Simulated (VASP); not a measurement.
# CdSe (F-43m) in VASP: notebook, part 2 of 2

VASP 6.6.1. Earlier steps stand in the parts before.

**5. Single point, revPBE**

INCAR reads:

```
ALGO = Normal ; EDIFF = 1E-6
ENCUT = 520 ; GGA = RE
ISIF = 2 ; ISMEAR = -1
LASPH = T ; LCHARG = F
LREAL = F ; LWAVE = F
NBANDS = 16 ; NELM = 100
PREC = Accurate ; SIGMA = 0.05
```

KPOINTS reads:

```
k-points
0
Gamma
  8 8 8
```

POSCAR reads:

```
CdSe
1.0
    0.0000000000      3.0702711986      3.0702711986
    3.0702711986      0.0000000000      3.0702711986
    3.0702711986      3.0702711986      0.0000000000
Cd Se
1 1
Direct
    0.0000000000      0.0000000000      0.0000000000
    0.2500000000      0.2500000000      0.2500000000
```

Potentials or basis: VASP PAW PBE potentials, release 64 (Cd, Se).

On the command line:

```sh
cat potpaw_PBE.64/Cd/POTCAR potpaw_PBE.64/Se/POTCAR > POTCAR
mpirun -np 1 vasp_std > vasp.out
```

OUTCAR:

```text
EDIFF = 1E-6
   ENCUT = 520
   GGA = RE
   ISIF = 2
   ISMEAR = -1
   LASPH = T
   LREAL = F
   NELM = 100
   PREC = Accurate

 ion  position               nearest neighbor table
   1  0.000  0.000  0.000-   2 2.66   2 2.66   2 2.66   2 2.66
   2  0.250  0.250  0.250-   1 2.66   1 2.66   1 2.66   1 2.66

  LATTYP: Found a face centered cubic cell.
 ALAT       =     6.1405423972

  Lattice vectors:

 A1 = (   0.0000000000,   3.0702711986,   3.0702711986)
 A2 = (   3.0702711986,   0.0000000000,   3.0702711986)
 A3 = (   3.0702711986,   3.0702711986,   0.0000000000)

Analysis of symmetry for initial positions (statically):
=====================================================================
 Subroutine PRICEL returns:
 Original cell was already a primitive cell.

 Routine SETGRP: Setting up the symmetry group for a
 face centered cubic supercell.

 Subroutine GETGRP returns: Found 24 space group operations
 (whereof 24 operations were pure point group operations)
 out of a pool of 48 trial point group operations.

[... 152 lines left out ...]

 Free energy of the ion-electron system (eV)
  ---------------------------------------------------
  ext. energy  EPLUGINS =         0.00000000
  ---------------------------------------------------
  free energy    TOTEN  =        -4.91440403 eV

  energy without entropy =       -4.91439585  energy(sigma->0) =       -4.91439994

 E-fermi :   1.1883     XC(G=0):  -8.5780

 val. band max:        0.8089125220   @ k =   0.0000   0.0000   0.0000
 cond. band min:       1.4874532107   @ k =   0.0000   0.0000   0.0000
 fundamental gap:      0.6785406887
 Fermi energy:         1.1883465567

 k-point     1 :       0.0000    0.0000    0.0000
  band No.  band energies     occupation
      1     -11.5927      2.00000
      2      -7.0373      2.00000
      3      -7.0373      2.00000
      4      -7.0373      2.00000
      5      -6.6949      2.00000
      6      -6.6949      2.00000
[... 433 lines left out ...]
      3      -6.8950      2.00000
      4      -6.7111      2.00000
      5      -6.6794      2.00000
      6      -6.3373      2.00000
[... 8 lines left out ...]
     15      12.5142      0.00000
     16      13.4292      0.00000

 [... further k-points ...]
[... 5 lines left out ...]
  --------------------------------------------------------------------------------------
  -------------------------------------------------------------------------------------
  Total        1.0695022      1.0695022      1.0695022     -0.0000000      0.0000000     -0.0000000
  in kB       29.6027492     29.6027492     29.6027492     -0.0000000      0.0000000     -0.0000000
  external PRESSURE =      29.6027492 kB  Pullay stress =       0.0000000 kB

 VOLUME and BASIS-vectors are now :
 -----------------------------------------------------------------------------
  energy-cutoff  :      520.00
  volume of cell :       57.88
      direct lattice vectors                 reciprocal lattice vectors
     0.000000000  3.070271199  3.070271199    -0.162852063  0.162852063  0.162852063
     3.070271199  0.000000000  3.070271199     0.162852063 -0.162852063  0.162852063
     3.070271199  3.070271199  0.000000000     0.162852063  0.162852063 -0.162852063

 POSITION                                       TOTAL-FORCE (eV/Angst)
 -----------------------------------------------------------------------------------
      0.00000      0.00000      0.00000        -0.000000     -0.000000     -0.000000
      1.53514      1.53514      1.53514         0.000000      0.000000      0.000000
 -----------------------------------------------------------------------------------
    total drift:                               -0.000001     -0.000001     -0.000001

  FREE ENERGIE OF THE ION-ELECTRON SYSTEM (eV)
  ---------------------------------------------------
  free  energy   TOTEN  =        -4.9144040260 eV

  energy  without entropy=       -4.9143958545  energy(sigma->0) =       -4.91439994
```

OSZICAR:

```text
N       E                     dE             d eps       ncg     rms          rms(c)
DAV:   1     0.106911075970E+03    0.10691E+03   -0.88292E+03   936   0.101E+03
DAV:   2    -0.112986457419E+01   -0.10804E+03   -0.10260E+03  1152   0.247E+02
DAV:   3    -0.526158243231E+01   -0.41317E+01   -0.41260E+01  1024   0.500E+01
DAV:   4    -0.528065322087E+01   -0.19071E-01   -0.19070E-01  1232   0.336E+00
DAV:   5    -0.528077407148E+01   -0.12085E-03   -0.12085E-03  1064   0.232E-01    0.604E+00
DAV:   6    -0.492963794768E+01    0.35114E+00   -0.52653E-01  1344   0.828E+00    0.478E+00
DAV:   7    -0.491019396736E+01    0.19444E-01   -0.15463E-01  1048   0.258E+00    0.201E+00
DAV:   8    -0.491336916746E+01   -0.31752E-02   -0.14337E-02  1032   0.142E+00    0.270E-01
DAV:   9    -0.491409118283E+01   -0.72202E-03   -0.17122E-03  1144   0.484E-01    0.511E-02
DAV:  10    -0.491427003902E+01   -0.17886E-03   -0.21362E-04  1168   0.166E-01    0.502E-02
DAV:  11    -0.491440391014E+01   -0.13387E-03   -0.25275E-04  1136   0.888E-02    0.202E-02
DAV:  12    -0.491440402595E+01   -0.11581E-06   -0.22668E-06  1032   0.146E-02
   1 F= -.49144040E+01 E0= -.49143999E+01  d E =-.817144E-05
```

stdout:

```text
POSCAR found type information on POSCAR CdSe
 POSCAR found :  2 types and       2 ions
 scaLAPACK will be used
 -----------------------------------------------------------------------------
|                                                                             |
|                                                                             |
|     You enforced a specific xc type in the INCAR file but a different       |
|     I HOPE YOU KNOW WHAT YOU ARE DOING!                                     |
|                                                                             |
 -----------------------------------------------------------------------------

 LDA part: xc-table for (Slater+PW92), standard interpolation
 POSCAR, INCAR and KPOINTS ok, starting setup
 FFT: planning ... GRIDC
 FFT: planning ... GRID_SOFT
 FFT: planning ... GRID
 WAVECAR not read
 entering main loop
```

It took 24 s on 1 thread of Intel Xeon Platinum 8259CL at 2.50GHz (Skylake/Cascade Lake), shared host; peak memory 0.18 GiB.

Results:

```
Free energy            : -4.9144 eV
Pressure               : 3.0 GPa
Band gap on the k mesh : 0.68 eV, direct
```

Caveat: the PAW data sets were made with another functional, which shifts forces and pressure a little.

**6. Relaxation of cell and atoms, PBE+D3(BJ)**

INCAR reads:

```
PREC     = Accurate       # precision mode
ENCUT    = 600            # plane-wave cutoff, eV
EDIFF    = 1E-6           # SCF threshold, eV
ISMEAR   = -1             # smearing method
SIGMA    = 0.05           # smearing width, eV
LREAL    = F              # projectors in reciprocal space
LASPH    = T              # aspherical terms in the spheres
NELM     = 60             # most SCF steps
ALGO     = Normal         # electronic algorithm
ISIF     = 3              # what is computed and relaxed
LWAVE    = F              # write WAVECAR
LCHARG   = F              # write CHGCAR
GGA      = PE             # functional
IVDW     = 12             # dispersion correction
IBRION   = 2              # ionic algorithm
NSW      = 80             # ionic steps
EDIFFG   = -0.02          # ionic threshold
```

KPOINTS reads:

```
regular mesh
0
Gamma
  8 8 8
```

POSCAR is that of step 5.

Potentials or basis: VASP PAW PBE potentials, release 64 (Cd, Se).

On the command line:

```sh
cat potpaw_PBE.64/Cd/POTCAR potpaw_PBE.64/Se/POTCAR > POTCAR
mpirun -np 1 vasp_std > vasp.out
```

Wall time 78 s (1 thread of Intel Xeon Platinum 8259CL at 2.50GHz (Skylake/Cascade Lake), shared host); peak memory 0.23 GiB.

The run converged. Its results:

```yaml
Free_energy: -6.1078 eV
Relaxed_volume: 28.68 Å³/atom
Relaxed_cell: a = 4.329 Å, b = 4.329 Å, c = 4.329 Å, α = 60.00°, β = 60.00°, γ = 60.00°
Space_group_after_relaxing_to_0.05_Å: F-43m (No. 216)
Energy_gained_by_relaxing: 0.4 meV/atom
Ionic_steps: 3
Pressure_after_relaxing: 0.0 GPa
Band_gap_on_the_k_mesh: 0.57 eV, direct
Dispersion_energy_per_atom: -0.312 eV
```

The path:
| step | energy change (eV) | largest force (eV/Å) | pressure (GPa) | volume (Å³) |
| --- | --- | --- | --- | --- |
| 1 | 0.0000 | 0.0000 | -0.45 | 57.88 |
| 2 | -0.0007 | 0.0000 | 0.14 | 57.21 |
| 3 | -0.0008 | 0.0000 | 0.01 | 57.35 |

Final structure:
```cif
data_structure
_symmetry_space_group_name_H-M 'P 1'
_symmetry_Int_Tables_number 1
_cell_length_a 4.3287
_cell_length_b 4.3287
_cell_length_c 4.3287
_cell_angle_alpha 60.000
_cell_angle_beta 60.000
_cell_angle_gamma 60.000
_cell_volume 57.35
loop_
_atom_site_label
_atom_site_type_symbol
_atom_site_fract_x
_atom_site_fract_y
_atom_site_fract_z
_atom_site_occupancy
Cd1 Cd 0.00000 0.00000 0.00000 1
Se1 Se 0.25000 0.25000 0.25000 1
```

Levels at points of the mesh, in eV from the valence-band top:
```csv
k point,band 7,band 8,band 9,band 10,band 11,band 12
"(0.00, 0.00, 0.00)",0.00,0.00,0.00,0.57,5.93,5.93
"(0.50, 0.00, 0.00)",-4.28,-0.72,-0.72,2.37,6.44,6.44
"(0.50, 0.50, 0.00)",-3.99,-1.79,-1.79,3.17,3.74,9.03
```

PBE gaps usually lie below the measured ones, often by a third to a half.

**7. Summary**

```tsv
task	level	cell	cutoff (eV)	smearing	gap on the mesh (eV)	pressure (GPa)
single point	r2SCAN	a = 4.342 Å, angles 60.0°, 2 atoms	520	gaussian 0.01 eV	1.02	0.1
single point	revPBE+D3(BJ)	a = 4.306 Å, angles 60.0°, 2 atoms	520	fermi-dirac 0.05 eV	0.73	0.3
single point	PBE+D3(BJ)	a = 4.322 Å, angles 60.0°, 2 atoms	520	fermi-dirac 0.05 eV	0.58	0.3
single point	revPBE	a = 4.342 Å, angles 60.0°, 2 atoms	520	fermi-dirac 0.05 eV	0.68	3.0
relaxation of cell and atoms	PBE+D3(BJ)	relaxed from a = 4.342 Å, angles 60.0°, 2 atoms	600	fermi-dirac 0.05 eV	0.57	0.0
```

Alike in all rows: potentials or basis VASP PAW PBE potentials, release 64 (Cd, Se); no spin polarisation; k mesh 8 × 8 × 8.

Caveats: the PAW data sets were made with another functional, which shifts forces and pressure a little (some runs).

Total energies depend on the potentials used, so only differences within one code and one set of settings carry meaning.
